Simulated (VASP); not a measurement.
A run of VASP 6.6.1 is set up as follows.

File INCAR:

```
  ALGO = Fast
  EDIFF = 1E-7
  ENCUT = 520
  GGA = PS
  ISIF = 2
  ISMEAR = 0
  LASPH = True
  LCHARG = True
  LELF = True
  LREAL = False
  LVHAR = True
  LWAVE = False
  NBANDS = 22
  NELM = 80
  PREC = Accurate
  SIGMA = 0.15
```

Contents of KPOINTS:

```
k-points
0
Gamma
  24 24 14
```

Contents of POSCAR:

```
Rh
1.0
    2.6887360848      0.0000000000      0.0000000000
   -1.3443680424      2.3285137535      0.0000000000
    0.0000000000      0.0000000000      4.6753418632
Rh
2
Direct
    0.6666666667      0.3333333333      0.7500000000
    0.3333333333      0.6666666667      0.2500000000
```

Potentials or basis: VASP PAW PBE potentials, release 64 (Rh_pv).

The run is started by

```sh
$ cat potpaw_PBE.64/Rh_pv/POTCAR > POTCAR
$ mpirun -np 1 vasp_std > vasp.out
```

Question: Estimate the pressure.

Answer: -17.3 GPa.

Question: Estimate the band gap on the k mesh.

Answer: Zero (bands 15 and 16 overlap by 2.41 eV).

Stress tensor (GPa, compression positive):
```
-11.93   0.00   0.00
  0.00 -11.93   0.00
  0.00   0.00 -27.92
```

Caveat: the cell differs from its parent crystal (strain +0.000 along x and y, +0.080 along z); the stress differs along the axes, from -28 to -12 GPa; the PAW data sets were made with another functional, which shifts forces and pressure a little.
